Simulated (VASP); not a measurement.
# Lu (P6/mmm) in VASP: further runs

Runs on Lu. Level: PBEsol. Tasks: single point.

Everything below comes from runs of VASP 6.6.1. Logs are shortened: lines on timing, memory, paths and dates and some standing lists are left out, and cuts for length are marked.

**1. The cell of the first run**

The structure is hexagonal, space group P6/mmm (No. 191). Conventional cell: a = 5.324 Å, b = 5.324 Å, c = 3.344 Å, α = 90.00°, β = 90.00°, γ = 120.00°. Lu (site symmetry 6/mmm) has 14 Lu at 3.34 to 3.50 Å within 4.4 Å. Lu (site symmetry -6m2) has 11 Lu at 3.07 to 3.50 Å within 4.0 Å.

This isn't the form of Lu at room conditions, which is hcp.

**2. Single point, PBEsol (27.37 Å³/atom)**

INCAR

```
PREC = Accurate
ENCUT = 520
EDIFF = 1E-6
ISMEAR = -1
SIGMA = 0.1
LREAL = False
LASPH = True
NELM = 60
ALGO = Normal
ISIF = 2
LWAVE = False
LCHARG = True
GGA = PS
LELF = True
LVHAR = True
NBANDS = 44
```

KPOINTS

```
regular mesh
0
Gamma
  8 8 11
```

POSCAR

```
Lu
1.0
    5.3242850379      0.0000000000      0.0000000000
   -2.6621425189      4.6109660998      0.0000000000
    0.0000000000      0.0000000000      3.3440133111
Lu
3
Direct
    1.0000000000      0.0000000000      1.0000000000
    0.3333333333      0.6666666667      0.5000000000
    0.6666666667      0.3333333333      0.5000000000
```

Potentials or basis: VASP PAW PBE potentials, release 64 (Lu).

On the command line:

```
> cat potpaw_PBE.64/Lu/POTCAR > POTCAR
> mpirun -np 1 vasp_std > vasp.out
```

OUTCAR:

```text
PREC = Accurate
   ENCUT = 520
   EDIFF = 1E-6
   ISMEAR = -1
   LREAL = False
   LASPH = True
   NELM = 60
   ISIF = 2
   GGA = PS

 ion  position               nearest neighbor table
   1  0.000  0.000  0.000-   2 3.50   3 3.50   2 3.50   3 3.50   2 3.50   2 3.50   3 3.50   3 3.50
                             3 3.50   3 3.50   2 3.50   2 3.50
   2  0.333  0.667  0.500-   3 3.07   3 3.07   3 3.07   1 3.50   1 3.50   1 3.50   1 3.50   1 3.50
                             1 3.50
   3  0.667  0.333  0.500-   2 3.07   2 3.07   2 3.07   1 3.50   1 3.50   1 3.50   1 3.50   1 3.50
                             1 3.50

  LATTYP: Found a hexagonal cell.
 ALAT       =     5.3242850379
 C/A-ratio  =     0.6280680481

  Lattice vectors:

 A1 = (   5.3242850379,   0.0000000000,   0.0000000000)
 A2 = (  -2.6621425189,   4.6109660998,   0.0000000000)
 A3 = (   0.0000000000,   0.0000000000,   3.3440133111)

Analysis of symmetry for initial positions (statically):
=====================================================================
 Subroutine PRICEL returns:
 Original cell was already a primitive cell.

 Routine SETGRP: Setting up the symmetry group for a
 hexagonal supercell.

 Subroutine GETGRP returns: Found 24 space group operations
 (whereof 24 operations were pure point group operations)
 out of a pool of 24 trial point group operations.

The static configuration has the point symmetry D_6h.

Analysis of symmetry for dynamics (positions and initial velocities):
=====================================================================
 Subroutine PRICEL returns:
 Original cell was already a primitive cell.

 Routine SETGRP: Setting up the symmetry group for a
 hexagonal supercell.

 Subroutine GETGRP returns: Found 24 space group operations
 (whereof 24 operations were pure point group operations)
 out of a pool of 24 trial point group operations.

The dynamic configuration has the point symmetry D_6h.

 Subroutine INISYM returns: Found 24 space group operations
 (whereof 24 operations are pure point group operations),
 and found     1 'primitive' translations

----------------------------------------------------------------------------------------

                                     Primitive cell

  volume of cell :      82.0959

  direct lattice vectors                    reciprocal lattice vectors
     5.324285038  0.000000000  0.000000000     0.187818645  0.108437145  0.000000000
    -2.662142519  4.610966100  0.000000000     0.000000000  0.216874290  0.000000000
     0.000000000  0.000000000  3.344013311     0.000000000  0.000000000  0.299041872

  length of vectors
     5.324285038  5.324285038  3.344013311     0.216874290  0.216874290  0.299041872

  position of ions in fractional coordinates (direct lattice)
     0.000000000  0.000000000  0.000000000
     0.333333333  0.666666667  0.500000000
     0.666666667  0.333333333  0.500000000

  ion indices of the primitive-cell ions
   primitive index   ion index
                 1           1
                 2           2
                 3           3

----------------------------------------------------------------------------------------

 KPOINTS: regular mesh

Automatic generation of k-mesh.
 Grid dimensions read from file:
 generate k-points for:    8    8   11

 Generating k-lattice:

  Cartesian coordinates                     Fractional coordinates (reciprocal lattice)
     0.023477331  0.013554643  0.000000000     0.125000000  0.000000000  0.000000000
     0.000000000  0.027109286  0.000000000     0.000000000  0.125000000  0.000000000
     0.000000000  0.000000000  0.027185625     0.000000000  0.000000000  0.090909091

  Length of vectors
     0.027109286  0.027109286  0.027185625

  Shift w.r.t. Gamma in fractional coordinates (k-lattice)
     0.000000000  0.000000000  0.000000000

 Subroutine IBZKPT returns following result:
 ===========================================

 Found     60 irreducible k-points:

 Following reciprocal coordinates:
            Coordinates               Weight
  0.000000  0.000000  0.000000      1.000000
  0.125000  0.000000  0.000000      6.000000
  0.250000  0.000000  0.000000      6.000000
  0.375000  0.000000  0.000000      6.000000
  0.500000  0.000000  0.000000      3.000000
  0.125000  0.125000  0.000000      6.000000
[... 16 lines left out ...]
  0.250000  0.000000  0.181818     12.000000
  0.375000  0.000000  0.181818     12.000000
 [... further k-points ...]
   k-points           NKPTS =     60   k-points in BZ     NKDIM =     60   number of bands    NBANDS=     44
   number of dos      NEDOS =    301   number of ions     NIONS =      3
   total plane-waves  NPLWV =  44800
   dimension x,y,z NGX =    40 NGY =   40 NGZ =   28
   dimension x,y,z NGXF=    80 NGYF=   80 NGZF=   56
   ions per type =               3
   NGX,Y,Z   is equivalent  to a cutoff of  12.49, 12.49, 13.92 a.u.
   NGXF,Y,Z  is equivalent  to a cutoff of  24.98, 24.98, 27.84 a.u.
 SYSTEM =  unknown system
   PREC   = accura    normal or accurate (medium, high low for compatibility)
   ISTART =      0    job   : 0-new  1-cont  2-samecut
   ICHARG =      2    charge: 1-file 2-atom 10-const
   ISPIN  =      1    spin polarized calculation?
   LNONCOLLINEAR =      F non collinear calculations
   LSORBIT =      F    spin-orbit coupling
   LASPH  =      T    aspherical Exc in radial PAW
   ENCUT  =  520.0 eV  38.22 Ry    6.18 a.u.   9.90  9.90  6.22*2*pi/ulx,y,z
   NELM   =     60;   NELMIN=  2; NELMDL= -5     # of ELM steps
   EDIFF  = 0.1E-05   stopping-criterion for ELM
   LREAL  =      F    real-space projection
   EDIFFG = 0.1E-04   stopping-criterion for IOM
   NSW    =      0    number of steps for IOM
   IBRION =     -1    ionic relax: 0-MD 1-quasi-New 2-CG
   NFREE  =      0    steps in history (QN), initial steepest desc. (CG)
   ISIF   =      2    stress and relaxation
   ISYM   =      2    0-nonsym 1-usesym 2-fastsym
   POTIM  = 0.5000    time-step for ionic-motion
   TEBEG  =    0.0;   TEEND  =   0.0 temperature during run
   PSTRESS=    0.0 pullay stress
   NELECT =      75.0000    total number of electrons
   NUPDOWN=      -1.0000    fix difference up-down
   EMIN   =  10.00;   EMAX   =-10.00  energy-range for DOS
   EFERMI =   0.00;   METHOD = LEGACY
   ISMEAR =    -1;   SIGMA  =   0.10  broadening in eV -4-tet -1-fermi 0-gaus
   EFERMI_NEDOS =   21; number of points for ismear=-14 and -15
   IALGO  =     38    algorithm
   IMIX   =      4    mixing-type and parameters
     AMIX     =   0.40;   BMIX     =  1.00
     AMIX_MAG =   1.60;   BMIX_MAG =  1.00
  volume/ion in A,a.u.               =      27.37       184.67
  Fermi-wavevector in a.u.,A,eV,Ry     =   1.588504  3.001836 34.332171  2.523343
  Thomas-Fermi vector in A             =   2.687497
   LORBIT       =      0    0 simple, 1 ext, 2 COOP (PROOUT), +10 PAW based schemes
   GGA     = PS    functional components
   LHFCALC =     F    Hartree Fock is set to
   AEXX    =    0.0000 exact exchange contribution
   IVDW    =     0    specifies the selected vdW correction
   LEPSILON=     F    determine dielectric tensor
   LRPA    =     F    only Hartree local field effects (RPA)
 non-spin polarized calculation
  energy-cutoff  :      520.00
  volume of cell :       82.10
 maximum number of plane-waves:      2228
 NGX is ok and might be reduce to    40
   NGX = 19   NGY = 19   NGZ = 13

 number of electron      75.0000004 magnetization

 Free energy of the ion-electron system (eV)
  ---------------------------------------------------
  ext. energy  EPLUGINS =         0.00000000
  ---------------------------------------------------
  free energy    TOTEN  =       -14.66790402 eV

  energy without entropy =      -14.50797255  energy(sigma->0) =      -14.58793828

 E-fermi :   2.2606     XC(G=0): -11.0778

 val. band max:        2.2504290357   @ k =   0.0000   0.0000   0.0909
 cond. band min:       2.2721178131   @ k =   0.2500   0.2500   0.1818
 fundamental gap:      0.0216887774
 Fermi energy:         2.2606024433

 k-point     1 :       0.0000    0.0000    0.0000
  band No.  band energies     occupation
      1     -53.8188      2.00000
      2     -53.7492      2.00000
      3     -53.6628      2.00000
      4     -24.7444      2.00000
      5     -24.7444      2.00000
      6     -24.4612      2.00000
[... 36 lines left out ...]
     43       5.3275      0.00000
     44       5.8565      0.00000

 k-point     2 :       0.1250    0.0000    0.0000
  band No.  band energies     occupation
      1     -53.8163      2.00000
      2     -53.7515      2.00000
      3     -53.6631      2.00000
      4     -24.7663      2.00000
      5     -24.7454      2.00000
      6     -24.4328      2.00000
[... 36 lines left out ...]
     43       5.3947      0.00000
     44       5.4602      0.00000

 k-point     3 :       0.2500    0.0000    0.0000
  band No.  band energies     occupation
      1     -53.8094      2.00000
      2     -53.7579      2.00000
      3     -53.6636      2.00000
      4     -24.8087      2.00000
      5     -24.7281      2.00000
      6     -24.3714      2.00000
[... 36 lines left out ...]
     43       4.9941      0.00000
     44       5.3069      0.00000

 k-point     4 :       0.3750    0.0000    0.0000
  band No.  band energies     occupation
      1     -53.8002      2.00000
      2     -53.7666      2.00000
      3     -53.6643      2.00000
      4     -24.8428      2.00000
      5     -24.6747      2.00000
      6     -24.3703      2.00000
[... 882 lines left out ...]
     43       5.1561      0.00000
     44       5.2119      0.00000

 k-point    23 :       0.2500    0.0000    0.1818
  band No.  band energies     occupation
      1     -53.8046      2.00000
      2     -53.7535      2.00000
      3     -53.6596      2.00000
      4     -24.7840      2.00000
      5     -24.7095      2.00000
      6     -24.4431      2.00000
[... 36 lines left out ...]
     43       4.7109      0.00000
     44       5.2210      0.00000

 k-point    24 :       0.3750    0.0000    0.1818
  band No.  band energies     occupation
      1     -53.7955      2.00000
      2     -53.7622      2.00000
      3     -53.6600      2.00000
      4     -24.8135      2.00000
      5     -24.6655      2.00000
      6     -24.4421      2.00000
[... 36 lines left out ...]
     43       4.5062      0.00000
     44       5.4616      0.00000

 [... further k-points ...]

------------------------ aborting loop because EDIFF is reached ----------------------------------------

  FORCE on cell =-STRESS in cart. coord.  units (eV):
  Direction    XX          YY          ZZ          XY          YZ          ZX
  --------------------------------------------------------------------------------------
  -------------------------------------------------------------------------------------
  Total        0.2697580      0.2697580      0.2704139      0.0000000     -0.0000000     -0.0000000
  in kB        5.2645786      5.2645786      5.2773796      0.0000000     -0.0000000     -0.0000000
  external PRESSURE =       5.2688456 kB  Pullay stress =       0.0000000 kB

 VOLUME and BASIS-vectors are now :
 -----------------------------------------------------------------------------
  energy-cutoff  :      520.00
  volume of cell :       82.10
      direct lattice vectors                 reciprocal lattice vectors
     5.324285038  0.000000000  0.000000000     0.187818645  0.108437145  0.000000000
    -2.662142519  4.610966100  0.000000000     0.000000000  0.216874290  0.000000000
     0.000000000  0.000000000  3.344013311     0.000000000  0.000000000  0.299041872

 POSITION                                       TOTAL-FORCE (eV/Angst)
 -----------------------------------------------------------------------------------
      0.00000      0.00000      0.00000         0.000000      0.000000      0.000000
     -0.00000      3.07398      1.67201         0.000000     -0.000000      0.000000
      2.66214      1.53699      1.67201        -0.000000      0.000000      0.000000
 -----------------------------------------------------------------------------------
    total drift:                               -0.000000      0.000000      0.000000

  FREE ENERGIE OF THE ION-ELECTRON SYSTEM (eV)
  ---------------------------------------------------
  free  energy   TOTEN  =       -14.6679040162 eV

  energy  without entropy=      -14.5079725528  energy(sigma->0) =      -14.58793828
```

Wall time 2.1 min (1 thread of Intel Xeon Platinum 8488C (Sapphire Rapids), shared host); peak memory 0.31 GiB.

What came out:

- Free energy: -14.6679 eV
- Pressure: 0.5 GPa
- Band gap on the k mesh: zero (an odd number of electrons rules out a gap without spin polarisation)

Levels at points of the mesh, in eV from the Fermi level:
| k point | band 33 | band 34 | band 35 | band 36 | band 37 | band 38 | band 39 | band 40 | band 41 | band 42 |
| --- | --- | --- | --- | --- | --- | --- | --- | --- | --- | --- |
| (0.00, 0.00, 0.00) | -4.65 | -4.62 | -1.24 | 0.05 | 0.05 | 0.10 | 0.10 | 0.22 | 2.17 | 3.07 |
| (0.50, 0.00, 0.00) | -4.63 | -3.79 | -3.75 | -2.41 | 0.56 | 0.75 | 0.80 | 1.04 | 1.26 | 1.88 |

Caveat: the PAW data sets were made with another functional, which shifts forces and pressure a little; spin-orbit coupling is left out, which moves the levels of the heavy elements.

(Part 1 of 2 ends here.)
